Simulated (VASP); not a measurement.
## Zr3Cd2: relaxation of the atoms with PBE

The system is Zr3Cd2.

```
Zr Cd
1.0
     5.30000    0.00000    0.00000
     0.00000    6.52000    0.00000
     0.00000    0.00000    7.86000
Zr Cd
3 2
Direct
  0.00000 0.00000 0.50000
  0.50000 0.00000 0.00000
  0.00000 0.00000 0.00000
  0.50000 0.50000 0.50000
  0.50000 0.00000 0.50000
```

| Item | Value |
| --- | --- |
| Program | VASP 6.6.1 |
| Task | relaxation of the atoms |
| Functional | PBE |
| Potentials or basis | VASP PAW PBE potentials, release 64 (Zr_sv, Cd) |
| Cutoff | 520 eV |
| k mesh | 6 × 5 × 4 |
| Occupations | fermi-dirac, width 0.05 eV |
| Spin | no spin polarisation |
| Dipole correction | no |
| Further INCAR settings | ALGO = Normal; EDIFF = 1e-07; IBRION = 2; EDIFFG = -0.02; NSW = 80 |

The pressure after relaxing is -2.7 GPa. The band gap on the k mesh is zero (bands 30 and 31 overlap by 0.33 eV).

Stress tensor (GPa, compression positive):
```
 2.38  0.00  0.00
 0.00 -3.11  0.00
 0.00  0.00 -7.49
```

Final structure:
```cif
data_structure
_symmetry_space_group_name_H-M 'P 1'
_symmetry_Int_Tables_number 1
_cell_length_a 5.3000
_cell_length_b 6.5200
_cell_length_c 7.8600
_cell_angle_alpha 90.000
_cell_angle_beta 90.000
_cell_angle_gamma 90.000
_cell_volume 271.61
loop_
_atom_site_label
_atom_site_type_symbol
_atom_site_fract_x
_atom_site_fract_y
_atom_site_fract_z
_atom_site_occupancy
Zr1 Zr 0.00000 0.00000 0.50000 1
Zr2 Zr 0.50000 0.00000 0.00000 1
Zr3 Zr 0.00000 0.00000 0.00000 1
Cd1 Cd 0.50000 0.50000 0.50000 1
Cd2 Cd 0.50000 0.00000 0.50000 1
```

Levels at points of the mesh, in eV from the Fermi level:
```csv
k point,band 27,band 28,band 29,band 30,band 31,band 32,band 33,band 34
"(0.00, 0.00, 0.00)",-1.26,-1.00,-0.33,-0.16,-0.10,-0.05,0.78,1.00
"(0.50, 0.00, 0.00)",-0.58,-0.40,-0.13,0.06,0.17,0.25,0.27,0.37
"(0.00, 0.00, 0.50)",-1.30,-1.24,-0.38,-0.14,-0.02,0.45,0.77,0.89
"(0.50, 0.00, 0.50)",-0.59,-0.29,-0.29,-0.05,0.11,0.31,0.38,0.80
```

Run time: 110 s on 4 MPI ranks on Intel(R) Xeon(R) Platinum 8488C (Sapphire Rapids), on a shared host, peak memory 0.54 GiB a rank.
